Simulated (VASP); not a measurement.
# Rb (I4/mmm) in VASP: a series of runs, part 2 of 2

VASP 6.6.1.

**3. Single point, PBEsol (strain -0.050 along x and y, -0.025 along z)**

INCAR

```
SYSTEM = Rb
PREC = Accurate
ENCUT = 520
EDIFF = 1E-6
ISMEAR = 0
SIGMA = 0.15
LREAL = .FALSE.
LASPH = .TRUE.
NELM = 80
ALGO = Fast
ISIF = 2
LWAVE = .FALSE.
LCHARG = .FALSE.
GGA = PS
NBANDS = 10
```

KPOINTS

```
Automatic mesh
0
G
  12 12 12
  0 0 0
```

POSCAR

```
Rb
1.0
   -2.6657000000      2.6657000000      2.7358500000
    2.6657000000     -2.6657000000      2.7358500000
    2.6657000000      2.6657000000     -2.7358500000
Rb
1
Direct
    0.0000000000      0.0000000000      0.0000000000
```

Potentials or basis: VASP PAW PBE potentials, release 64 (Rb_sv).

On the command line:

```sh
$ cat potpaw_PBE.64/Rb_sv/POTCAR > POTCAR
$ mpirun -np 1 vasp_std > vasp.out
```

OUTCAR:

```text
SYSTEM = Rb
   PREC = Accurate
   ENCUT = 520
   EDIFF = 1E-6
   ISMEAR = 0
   LREAL = .FALSE.
   LASPH = .TRUE.
   NELM = 80
   ISIF = 2
   GGA = PS

 ion  position               nearest neighbor table
   1  0.000  0.000  0.000-

  LATTYP: Found a body centered tetragonal cell.
 ALAT       =     5.3314000000
 C/A-ratio  =     1.0263157895

  Lattice vectors:

 A1 = (  -2.6657000000,   2.6657000000,   2.7358500000)
 A2 = (   2.6657000000,  -2.6657000000,   2.7358500000)
 A3 = (   2.6657000000,   2.6657000000,  -2.7358500000)

Analysis of symmetry for initial positions (statically):
=====================================================================
 Subroutine PRICEL returns:
 Original cell was already a primitive cell.

 Routine SETGRP: Setting up the symmetry group for a
 body centered tetragonal supercell.

 Subroutine GETGRP returns: Found 16 space group operations
 (whereof 16 operations were pure point group operations)
 out of a pool of 16 trial point group operations.

The static configuration has the point symmetry D_4h.

Analysis of symmetry for dynamics (positions and initial velocities):
=====================================================================
 Subroutine PRICEL returns:
 Original cell was already a primitive cell.

 Routine SETGRP: Setting up the symmetry group for a
 body centered tetragonal supercell.

 Subroutine GETGRP returns: Found 16 space group operations
 (whereof 16 operations were pure point group operations)
 out of a pool of 16 trial point group operations.

The dynamic configuration has the point symmetry D_4h.

 Subroutine INISYM returns: Found 16 space group operations
 (whereof 16 operations are pure point group operations),
 and found     1 'primitive' translations

----------------------------------------------------------------------------------------

                                     Primitive cell

  volume of cell :      77.7633

[... 111 lines left out ...]
   GGA     = PS    functional components
   LHFCALC =     F    Hartree Fock is set to
   AEXX    =    0.0000 exact exchange contribution
   IVDW    =     0    specifies the selected vdW correction
   LEPSILON=     F    determine dielectric tensor
   LRPA    =     F    only Hartree local field effects (RPA)
 non-spin polarized calculation
 RMM-DIIS sequential band-by-band and
 Gauss-broadening in eV      SIGMA  =   0.15
  energy-cutoff  :      520.00
  volume of cell :       77.76
 maximum number of plane-waves:      2119
   NGX = 17   NGY = 17   NGZ = 17

 number of electron       9.0000000 magnetization

 Free energy of the ion-electron system (eV)
  ---------------------------------------------------
  ext. energy  EPLUGINS =         0.00000000
  ---------------------------------------------------
  free energy    TOTEN  =        -1.01952857 eV

  energy without entropy =       -1.00833772  energy(sigma->0) =       -1.01393314

 E-fermi :   0.3134     XC(G=0):  -5.9282

 val. band max:        0.2931969014   @ k =   0.5000   0.3333   0.0833
 cond. band min:       0.3198238093   @ k =   0.3333   0.1667  -0.0000
 fundamental gap:      0.0266269079
 Fermi energy:         0.3134186161

 k-point     1 :       0.0000    0.0000    0.0000
  band No.  band energies     occupation
      1     -28.4645      2.00000
      2     -12.4902      2.00000
      3     -12.4902      2.00000
      4     -12.4899      2.00000
      5      -1.8758      2.00000
      6       4.0892      0.00000
      7       4.0892      0.00000
      8       4.2341      0.00000
      9       5.0978      0.00000
     10       5.3029      0.00000
[... 287 lines left out ...]
 k-point    24 :      -0.4167    0.1667    0.0000
  band No.  band energies     occupation
      1     -28.4569      2.00000
      2     -12.6164      2.00000
      3     -12.5375      2.00000
      4     -12.5026      2.00000
      5      -0.2576      2.00000
      6       2.2035      0.00000
      7       2.8228      0.00000
      8       4.8059      0.00000
      9       5.3291      0.00000
     10       5.8219      0.00000

 [... further k-points ...]

------------------------ aborting loop because EDIFF is reached ----------------------------------------

  FORCE on cell =-STRESS in cart. coord.  units (eV):
  Direction    XX          YY          ZZ          XY          YZ          ZX
  --------------------------------------------------------------------------------------
  -------------------------------------------------------------------------------------
  Total        0.1865278      0.1865278      0.1829295      0.0000000      0.0000000      0.0000000
  in kB        3.8430797      3.8430797      3.7689427      0.0000000      0.0000000      0.0000000
  external PRESSURE =       3.8183673 kB  Pullay stress =       0.0000000 kB

 VOLUME and BASIS-vectors are now :
 -----------------------------------------------------------------------------
  energy-cutoff  :      520.00
  volume of cell :       77.76
      direct lattice vectors                 reciprocal lattice vectors
    -2.665700000  2.665700000  2.735850000     0.000000000  0.187567993  0.182758558
     2.665700000 -2.665700000  2.735850000     0.187567993  0.000000000  0.182758558
     2.665700000  2.665700000 -2.735850000     0.187567993  0.187567993  0.000000000

 POSITION                                       TOTAL-FORCE (eV/Angst)
 -----------------------------------------------------------------------------------
      0.00000      0.00000      0.00000         0.000000     -0.000000      0.000000
 -----------------------------------------------------------------------------------
    total drift:                               -0.000000      0.000000      0.000000

  FREE ENERGIE OF THE ION-ELECTRON SYSTEM (eV)
  ---------------------------------------------------
  free  energy   TOTEN  =        -1.0195285657 eV

  energy  without entropy=       -1.0083377225  energy(sigma->0) =       -1.01393314
```

It took 42 s on 1 thread of Intel Xeon 6975P-C (Granite Rapids), shared host; peak memory 0.28 GiB.

What came out:

| Property | Result |
| --- | --- |
| Free energy | -1.0195 eV |
| Pressure | 0.4 GPa |

Levels at points of the mesh, in eV from the Fermi level:
```
           k point  band 2  band 3  band 4  band 5  band 6  band 7
(0.00, 0.00, 0.00)  -12.80  -12.80  -12.80   -2.19    3.78    3.78
(0.50, 0.00, 0.00)  -12.97  -12.86  -12.80    0.18    0.90    2.66
(0.50, 0.50, 0.00)  -12.97  -12.86  -12.81    0.22    0.96    2.50
(0.50, 0.50, 0.50)  -12.92  -12.92  -12.92    1.11    1.18    3.50
```

Caveat: the cell differs from its parent crystal (strain -0.050 along x and y, -0.025 along z); the PAW data sets were made with another functional, which shifts forces and pressure a little.

**4. Single point, PBEsol (strain -0.025 along x and y, -0.050 along z)**

INCAR

```
PREC = Accurate ; ENCUT = 520
EDIFF = 1E-6 ; ISMEAR = 0
SIGMA = 0.15 ; LREAL = F
LASPH = T ; NELM = 100
ALGO = Fast ; ISIF = 2
LWAVE = F ; LCHARG = F
GGA = PS ; NBANDS = 10
```

KPOINTS

```
Automatic mesh
0
Gamma
  12 12 12
```

POSCAR

```
Rb
1.0
   -2.7358500000      2.7358500000      2.6657000000
    2.7358500000     -2.7358500000      2.6657000000
    2.7358500000      2.7358500000     -2.6657000000
Rb
1
Direct
    0.0000000000      0.0000000000      0.0000000000
```

On the command line:

```sh
$ cat potpaw_PBE.64/Rb_sv/POTCAR > POTCAR
$ mpirun -np 1 vasp_std > vasp.out
```

Wall time 39 s (1 thread of Intel Xeon 6975P-C (Granite Rapids), shared host); peak memory 0.28 GiB.

Results (log left out):

```
Free energy : -1.0237 eV
Pressure    : 0.3 GPa
```

Levels at points of the mesh, in eV from the Fermi level:
| k point | band 2 | band 3 | band 4 | band 5 | band 6 | band 7 | band 8 | band 9 |
| --- | --- | --- | --- | --- | --- | --- | --- | --- |
| (0.00, 0.00, 0.00) | -12.82 | -12.82 | -12.82 | -2.15 | 3.71 | 3.85 | 3.85 | 4.74 |
| (0.50, 0.00, 0.00) | -12.97 | -12.87 | -12.82 | 0.22 | 0.92 | 2.56 | 4.58 | 5.50 |
| (0.50, 0.50, 0.00) | -12.97 | -12.86 | -12.82 | 0.17 | 0.85 | 2.71 | 4.47 | 5.46 |
| (0.50, 0.50, 0.50) | -12.93 | -12.93 | -12.92 | 1.13 | 1.21 | 3.51 | 3.51 | 3.79 |

Caveat: the cell differs from its parent crystal (strain -0.025 along x and y, -0.050 along z); the PAW data sets were made with another functional, which shifts forces and pressure a little.

**5. The runs side by side**

| cell | gap on the mesh (eV) | pressure (GPa) |
| --- | --- | --- |
| a = 5.063 Å, angles 108.8, 108.8, 110.8°, 1 atom | none | -0.3 |
| a = 4.658 Å, angles 110.2, 110.2, 108.1°, 1 atom | none | 0.4 |
| a = 4.698 Å, angles 108.8, 108.8, 110.9°, 1 atom | none | 0.3 |

Alike in all rows: task single point; level PBEsol; potentials or basis VASP PAW PBE potentials, release 64 (Rb_sv); no spin polarisation; k mesh 12 × 12 × 12; cutoff (eV) 520; smearing gaussian 0.15 eV.

Caveats: the PAW data sets were made with another functional, which shifts forces and pressure a little.

Absolute energies hang on the potentials; compare differences alone.
